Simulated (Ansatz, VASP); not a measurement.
## Na: VASP beside Ansatz

```
Na
1.0
    -1.92570    1.92570    2.61209
     1.92570   -1.92570    2.61209
     1.92570    1.92570   -2.61209
Na
1
Direct
  0.00000 0.00000 0.00000
```

Alike in both runs: task single point; functional PBEsol; k mesh 16 × 16 × 16; occupations gaussian, width 0.15 eV; no spin polarisation.

|  | VASP | Ansatz |
| --- | --- | --- |
| version | VASP 6.6.1 | Ansatz 0.2.0 |
| potentials or method | VASP PAW PBE potentials, release 64 (Na_pv), cutoff 520 eV | scalar-relativistic, plane waves, PAW |
| valence electrons in the cell | 7 | 9 |

Ansatz gave:

* gap on the k mesh at the Fermi level (eV): none
* pressure (GPa): -0.4

Task: Estimate VASP's values.

Result: gap on the k mesh at the Fermi level (eV): none; pressure (GPa): -0.5.

VASP's potentials were made for PBE, not for PBEsol. A gap of «none» marks a metal or a gap that the smearing closes. VASP's potentials hold 7 valence electrons a cell and Ansatz's 9, so a difference there can come from the potentials and not from the codes.
